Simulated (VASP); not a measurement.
# InSb (R-3m) in VASP: notebook

The runs below take InSb through single point, with PBE+D3(BJ).

Program: VASP 6.6.1. These are calculated values, not measurements. Logs are shortened: lines on timing, memory, paths and dates and some standing lists are left out, and cuts for length are marked.

### Step 1. The cell of the first run

It takes space group R-3m (No. 166, trigonal). Conventional cell: a = 4.512 Å, b = 4.512 Å, c = 9.394 Å, α = 90.00°, β = 90.00°, γ = 120.00°. Within 4.1 Å of In (site symmetry -3m) lie 6 Sb at 3.04 Å and 6 In at 4.07 Å. Within 4.1 Å of Sb (site symmetry -3m) lie 6 In at 3.04 Å and 6 Sb at 4.07 Å.

### Step 2. Single point, PBE+D3(BJ)

The input, INCAR:

```
  ALGO = Normal
  EDIFF = 1E-6
  ENCUT = 520
  GGA = PE
  ISIF = 2
  ISMEAR = 0
  IVDW = 12
  LASPH = T
  LCHARG = F
  LREAL = F
  LWAVE = F
  NBANDS = 16
  NELM = 60
  PREC = Accurate
  SIGMA = 0.15
```

The input, KPOINTS:

```
k-points
0
Gamma
  14 14 14
```

The input, POSCAR:

```
InSb
1.0
    3.9347886632      0.7444194768      0.7444194768
    0.7444194768      3.9347886632      0.7444194768
    0.7444194768      0.7444194768      3.9347886632
In Sb
1 1
Direct
    0.0000000000      0.0000000000      0.0000000000
    0.5000000000      0.5000000000      0.5000000000
```

Potentials or basis: VASP PAW PBE potentials, release 64 (In_d, Sb).

Launch:

```sh
$ cat potpaw_PBE.64/In_d/POTCAR potpaw_PBE.64/Sb/POTCAR > POTCAR
$ mpirun -np 1 vasp_std > vasp.out
```

OUTCAR:

```text
EDIFF = 1E-6
   ENCUT = 520
   GGA = PE
   ISIF = 2
   ISMEAR = 0
   IVDW = 12
   LASPH = T
   LREAL = F
   NELM = 60
   PREC = Accurate
 IVDW          = 12

 ion  position               nearest neighbor table
   1  0.000  0.000  0.000-   2 3.04   2 3.04   2 3.04   2 3.04   2 3.04   2 3.04
   2  0.500  0.500  0.500-   1 3.04   1 3.04   1 3.04   1 3.04   1 3.04   1 3.04

  LATTYP: Found a trigonal (rhomboedric) cell.
 ALAT       =     4.0731907074
 COS(alpha) =     0.3865030675

  Lattice vectors:

 A1 = (   3.9347886632,   0.7444194768,   0.7444194768)
 A2 = (   0.7444194768,   3.9347886632,   0.7444194768)
 A3 = (   0.7444194768,   0.7444194768,   3.9347886632)

Analysis of symmetry for initial positions (statically):
=====================================================================
 Subroutine PRICEL returns:
 Original cell was already a primitive cell.

 Routine SETGRP: Setting up the symmetry group for a
 trigonal (rhombohedral) supercell.

 Subroutine GETGRP returns: Found 12 space group operations
 (whereof 12 operations were pure point group operations)
 out of a pool of 12 trial point group operations.

The static configuration has the point symmetry D_3d.

Analysis of symmetry for dynamics (positions and initial velocities):
=====================================================================
 Subroutine PRICEL returns:
 Original cell was already a primitive cell.

 Routine SETGRP: Setting up the symmetry group for a
 trigonal (rhombohedral) supercell.

 Subroutine GETGRP returns: Found 12 space group operations
 (whereof 12 operations were pure point group operations)
 out of a pool of 12 trial point group operations.

The dynamic configuration has the point symmetry D_3d.

 Subroutine INISYM returns: Found 12 space group operations
 (whereof 12 operations are pure point group operations),
 and found     1 'primitive' translations

----------------------------------------------------------------------------------------

                                     Primitive cell

  volume of cell :      55.2042

  direct lattice vectors                    reciprocal lattice vectors
     3.934788663  0.744419477  0.744419477     0.270421712 -0.043021636 -0.043021636
     0.744419477  3.934788663  0.744419477    -0.043021636  0.270421712 -0.043021636
     0.744419477  0.744419477  3.934788663    -0.043021636 -0.043021636  0.270421712

  length of vectors
[... 80 lines left out ...]
   ENCUT  =  520.0 eV  38.22 Ry    6.18 a.u.   7.57  7.57  7.57*2*pi/ulx,y,z
   NELM   =     60;   NELMIN=  2; NELMDL= -5     # of ELM steps
   EDIFF  = 0.1E-05   stopping-criterion for ELM
   LREAL  =      F    real-space projection
   EDIFFG = 0.1E-04   stopping-criterion for IOM
   NSW    =      0    number of steps for IOM
   IBRION =     -1    ionic relax: 0-MD 1-quasi-New 2-CG
   NFREE  =      0    steps in history (QN), initial steepest desc. (CG)
   ISIF   =      2    stress and relaxation
   ISYM   =      2    0-nonsym 1-usesym 2-fastsym
   POTIM  = 0.5000    time-step for ionic-motion
   TEBEG  =    0.0;   TEEND  =   0.0 temperature during run
   PSTRESS=    0.0 pullay stress
   NELECT =      18.0000    total number of electrons
   NUPDOWN=      -1.0000    fix difference up-down
   EMIN   =  10.00;   EMAX   =-10.00  energy-range for DOS
   EFERMI =   0.00;   METHOD = LEGACY
   ISMEAR =     0;   SIGMA  =   0.15  broadening in eV -4-tet -1-fermi 0-gaus
   EFERMI_NEDOS =   21; number of points for ismear=-14 and -15
   IALGO  =     38    algorithm
   IMIX   =      4    mixing-type and parameters
     AMIX     =   0.40;   BMIX     =  1.00
     AMIX_MAG =   1.60;   BMIX_MAG =  1.00
  volume/ion in A,a.u.               =      27.60       186.27
  Fermi-wavevector in a.u.,A,eV,Ry     =   1.126787  2.129318 17.274616  1.269648
  Thomas-Fermi vector in A             =   2.263470
   LORBIT       =      0    0 simple, 1 ext, 2 COOP (PROOUT), +10 PAW based schemes
   GGA     = PE    functional components
   LHFCALC =     F    Hartree Fock is set to
   AEXX    =    0.0000 exact exchange contribution
   IVDW    =    12    specifies the selected vdW correction
   LEPSILON=     F    determine dielectric tensor
   LRPA    =     F    only Hartree local field effects (RPA)
 non-spin polarized calculation
 Gauss-broadening in eV      SIGMA  =   0.15
  energy-cutoff  :      520.00
  volume of cell :       55.20
 maximum number of plane-waves:      1510
   NGX = 15   NGY = 15   NGZ = 15

 number of electron      17.9999994 magnetization

 Free energy of the ion-electron system (eV)
  ---------------------------------------------------
  ext. energy  EPLUGINS =         0.00000000
  ---------------------------------------------------
  free energy    TOTEN  =        -6.59241799 eV

  energy without entropy =       -6.57972396  energy(sigma->0) =       -6.58607097

 E-fermi :   7.2344     XC(G=0):  -9.9513

 val. band max:        7.2263534120   @ k =  -0.2143  -0.2857   0.1429
 cond. band min:       7.2461279450   @ k =  -0.2857   0.2143   0.0714
 fundamental gap:      0.0197745330
 Fermi energy:         7.2344105295

 k-point     1 :       0.0000    0.0000    0.0000
  band No.  band energies     occupation
      1      -7.2790      2.00000
      2      -7.2790      2.00000
      3      -7.2400      2.00000
      4      -7.2400      2.00000
      5      -7.2389      2.00000
      6      -4.0278      2.00000
[... 433 lines left out ...]
      3      -7.2512      2.00000
      4      -7.2273      2.00000
      5      -7.2208      2.00000
      6      -3.2081      2.00000
[... 8 lines left out ...]
     15      15.0594      0.00000
     16      16.8600      0.00000

 [... further k-points ...]

------------------------ aborting loop because EDIFF is reached ----------------------------------------

 Edisp (eV)   -0.82957

 E8    (eV) :    -0.4000

  FORCE on cell =-STRESS in cart. coord.  units (eV):
  Direction    XX          YY          ZZ          XY          YZ          ZX
  --------------------------------------------------------------------------------------
  -------------------------------------------------------------------------------------
  Total      -0.00417    -0.00417    -0.00417     0.37781     0.37781     0.37781
  in kB      -0.12107    -0.12107    -0.12107    10.96500    10.96500    10.96500
  external pressure =       -0.12 kB  Pullay stress =        0.00 kB

 VOLUME and BASIS-vectors are now :
 -----------------------------------------------------------------------------
  energy-cutoff  :      520.00
  volume of cell :       55.20
      direct lattice vectors                 reciprocal lattice vectors
     3.934788663  0.744419477  0.744419477     0.270421712 -0.043021636 -0.043021636
     0.744419477  3.934788663  0.744419477    -0.043021636  0.270421712 -0.043021636
     0.744419477  0.744419477  3.934788663    -0.043021636 -0.043021636  0.270421712

 POSITION                                       TOTAL-FORCE (eV/Angst)
 -----------------------------------------------------------------------------------
      0.00000      0.00000      0.00000         0.000000      0.000000      0.000000
      2.71181      2.71181      2.71181        -0.000000     -0.000000     -0.000000
 -----------------------------------------------------------------------------------
    total drift:                                0.000000     -0.000000     -0.000000

  FREE ENERGIE OF THE ION-ELECTRON SYSTEM (eV)
  ---------------------------------------------------
  free  energy   TOTEN  =        -7.4219911182 eV

  energy  without entropy=       -7.4092970880  energy(sigma->0) =       -7.41564410
```

stdout:

```text
POSCAR found type information on POSCAR InSb
 POSCAR found :  2 types and       2 ions
 scaLAPACK will be used
 LDA part: xc-table for (Slater+PW92), standard interpolation
 POSCAR, INCAR and KPOINTS ok, starting setup
 FFT: planning ... GRIDC
 FFT: planning ... GRID_SOFT
 FFT: planning ... GRID
 WAVECAR not read
 entering main loop
```

It took 1.9 min on 1 thread of Intel Xeon Platinum 8559C (Emerald Rapids), shared host; peak memory 0.39 GiB.

Results:

```
Free energy                : -7.4220 eV
Pressure                   : 0.0 GPa
Band gap on the k mesh     : zero (bands 9 and 10 overlap by 2.30 eV)
Dispersion energy per atom : -0.415 eV
```

Stress tensor (GPa, compression positive):
```
-0.01  1.10  1.10
 1.10 -0.01  1.10
 1.10  1.10 -0.01
```

Levels at points of the mesh, in eV from the Fermi level:
```
           k point  band 6  band 7  band 8  band 9  band 10  band 11  band 12  band 13
(0.00, 0.00, 0.00)  -11.26   -0.60   -0.60   -0.56     0.87     5.44     5.44     6.01
(0.50, 0.00, 0.00)   -9.48   -6.81    0.35    0.71     2.08     2.38     3.89     3.95
(0.50, 0.50, 0.00)   -8.54   -4.68   -3.41   -2.91    -1.46     3.34     7.65     8.16
(0.50, 0.50, 0.50)   -8.84   -5.99   -0.37   -0.37     1.11     1.55     1.55     2.05
```

Caveat: spin-orbit coupling is left out, which moves the levels of the heavy elements.

### Step 3. Single point, PBE+D3(BJ)

The input, INCAR:

```
ALGO = Fast ; EDIFF = 1E-6
ENCUT = 520 ; GGA = PE
ISIF = 2 ; ISMEAR = 0
IVDW = 12 ; LASPH = True
LCHARG = True ; LELF = True
LREAL = False ; LVHAR = True
LWAVE = False ; NBANDS = 16
NELM = 60 ; PREC = Accurate
SIGMA = 0.15
```

KPOINTS is that of step 2.

The input, POSCAR:

```
InSb
1.0
    3.9977840879     -0.7995568176     -0.7995568176
   -0.7995568176      3.9977840879     -0.7995568176
   -0.7995568176     -0.7995568176      3.9977840879
In Sb
1 1
Direct
    0.0000000000      0.0000000000      0.0000000000
    0.5000000000      0.5000000000      0.5000000000
```

Potentials or basis: VASP PAW PBE potentials, release 64 (In_d, Sb).

Launch:

```sh
$ cat potpaw_PBE.64/In_d/POTCAR potpaw_PBE.64/Sb/POTCAR > POTCAR
$ mpirun -np 1 vasp_std > vasp.out
```

OUTCAR:

```text
EDIFF = 1E-6
   ENCUT = 520
   GGA = PE
   ISIF = 2
   ISMEAR = 0
   IVDW = 12
   LASPH = True
   LREAL = False
   NELM = 60
   PREC = Accurate
 IVDW          = 12

 ion  position               nearest neighbor table
   1  0.000  0.000  0.000-   2 2.08   2 2.08
   2  0.500  0.500  0.500-   1 2.08   1 2.08

  LATTYP: Found a body centered cubic cell.
 ALAT       =     4.7973409055

  Lattice vectors:

 A1 = (   3.9977840879,  -0.7995568176,  -0.7995568176)
 A2 = (  -0.7995568176,   3.9977840879,  -0.7995568176)
 A3 = (  -0.7995568176,  -0.7995568176,   3.9977840879)

Analysis of symmetry for initial positions (statically):
=====================================================================
 Subroutine PRICEL returns:
 Original cell was already a primitive cell.

 Routine SETGRP: Setting up the symmetry group for a
 body centered cubic supercell.

 Subroutine GETGRP returns: Found 12 space group operations
 (whereof 12 operations were pure point group operations)
 out of a pool of 48 trial point group operations.

The static configuration has the point symmetry D_3d.

[... 158 lines left out ...]

  energy without entropy =        1.23372133  energy(sigma->0) =        1.23025027

 E-fermi :   7.4746     XC(G=0):  -9.6236

 val. band max:        7.4704456975   @ k =   0.2857  -0.2857   0.3571
 cond. band min:       7.4755116270   @ k =  -0.3571   0.4286   0.2857
 fundamental gap:      0.0050659295
 Fermi energy:         7.4746327685

 k-point     1 :       0.0000    0.0000    0.0000
  band No.  band energies     occupation
      1     -10.4300      2.00000
      2      -9.2456      2.00000
      3      -9.2456      2.00000
      4      -8.6556      2.00000
      5      -8.6556      2.00000
      6      -4.3264      2.00000
[... 433 lines left out ...]
      3      -9.2487      2.00000
      4      -8.6599      2.00000
      5      -8.6390      2.00000
      6      -3.7735      2.00000
[... 8 lines left out ...]
     15      15.9612      0.00000
     16      16.4867      0.00000

 [... further k-points ...]

------------------------ aborting loop because EDIFF is reached ----------------------------------------

 Edisp (eV)   -0.84445

 E8    (eV) :    -0.4110

  FORCE on cell =-STRESS in cart. coord.  units (eV):
  Direction    XX          YY          ZZ          XY          YZ          ZX
  --------------------------------------------------------------------------------------
  -------------------------------------------------------------------------------------
  Total      20.18424    20.18424    20.18424    19.51437    19.51437    19.51437
  in kB     585.80258   585.80258   585.80258   566.36116   566.36116   566.36116
  external pressure =      585.80 kB  Pullay stress =        0.00 kB

 VOLUME and BASIS-vectors are now :
 -----------------------------------------------------------------------------
  energy-cutoff  :      520.00
  volume of cell :       55.20
      direct lattice vectors                 reciprocal lattice vectors
     3.997784088 -0.799556818 -0.799556818     0.277931746  0.069482936  0.069482936
    -0.799556818  3.997784088 -0.799556818     0.069482936  0.277931746  0.069482936
    -0.799556818 -0.799556818  3.997784088     0.069482936  0.069482936  0.277931746

 POSITION                                       TOTAL-FORCE (eV/Angst)
 -----------------------------------------------------------------------------------
      0.00000      0.00000      0.00000         0.000000     -0.000000      0.000000
      1.19934      1.19934      1.19934        -0.000000      0.000000     -0.000000
 -----------------------------------------------------------------------------------
    total drift:                                0.000000      0.000000     -0.000000

  FREE ENERGIE OF THE ION-ELECTRON SYSTEM (eV)
  ---------------------------------------------------
  free  energy   TOTEN  =         0.3823284937 eV

  energy  without entropy=        0.3892706066  energy(sigma->0) =        0.38579955
```

Run time: 5.8 min. Hardware: 1 thread of Oxide Virtual Turin-like, shared host; peak memory 0.37 GiB.

Results:

```
Free energy                : 0.3823 eV
Pressure                   : 58.6 GPa
Band gap on the k mesh     : zero (bands 9 and 10 overlap by 1.00 eV)
Dispersion energy per atom : -0.422 eV
```

Caveat: the cell stands under pressure; spin-orbit coupling is left out, which moves the levels of the heavy elements.

### Step 4. Single point, PBE+D3(BJ)

This run uses another cell than the first one, of the same volume but with other edges.

The input, INCAR:

```
PREC = Accurate
ENCUT = 520
EDIFF = 1E-6
ISMEAR = 0
SIGMA = 0.15
LREAL = F
LASPH = T
NELM = 80
ALGO = Fast
ISIF = 2
LWAVE = F
LCHARG = F
GGA = PE
IVDW = 12
NBANDS = 16
```

The input, KPOINTS:

```
regular mesh
0
Gamma
  14 14 14
```

The input, POSCAR:

```
InSb
1.0
    3.8555455277     -0.4125860528     -0.4125860528
   -0.4125860528      3.8555455277     -0.4125860528
   -0.4125860528     -0.4125860528      3.8555455277
In Sb
1 1
Direct
    0.0000000000      0.0000000000      0.0000000000
    0.5000000000      0.5000000000      0.5000000000
```

Launch:

```sh
$ cat potpaw_PBE.64/In_d/POTCAR potpaw_PBE.64/Sb/POTCAR > POTCAR
$ mpirun -np 1 vasp_std > vasp.out
```

Run time: 5.5 min. Hardware: 1 thread of Oxide Virtual Turin-like, shared host; peak memory 0.35 GiB.

Results (log left out):

```yaml
Free_energy: -6.4217 eV
Pressure: 7.1 GPa
Band_gap_on_the_k_mesh: zero (bands 9 and 10 overlap by 3.56 eV)
Dispersion_energy_per_atom: -0.414 eV
```

Stress tensor (GPa, compression positive):
```
 7.08 11.05 11.05
11.05  7.08 11.05
11.05 11.05  7.08
```

Levels at points of the mesh, in eV from the Fermi level:
```csv
k point,band 7,band 8,band 9,band 10,band 11,band 12
"(0.00, 0.00, 0.00)",-2.64,-1.34,0.59,0.59,4.59,4.59
"(0.50, 0.00, 0.00)",-7.32,-0.44,0.85,1.00,3.03,5.08
"(0.50, 0.50, 0.00)",-4.77,-4.13,-3.17,0.54,3.72,5.23
"(0.50, 0.50, 0.50)",-4.95,-2.39,-2.39,-0.86,-0.86,2.54
```

Caveat: the cell stands under pressure; spin-orbit coupling is left out, which moves the levels of the heavy elements.

(Continued in part 2 of 2.)

The gap in the log of VASP goes by the Fermi energy; the results here count the filled bands.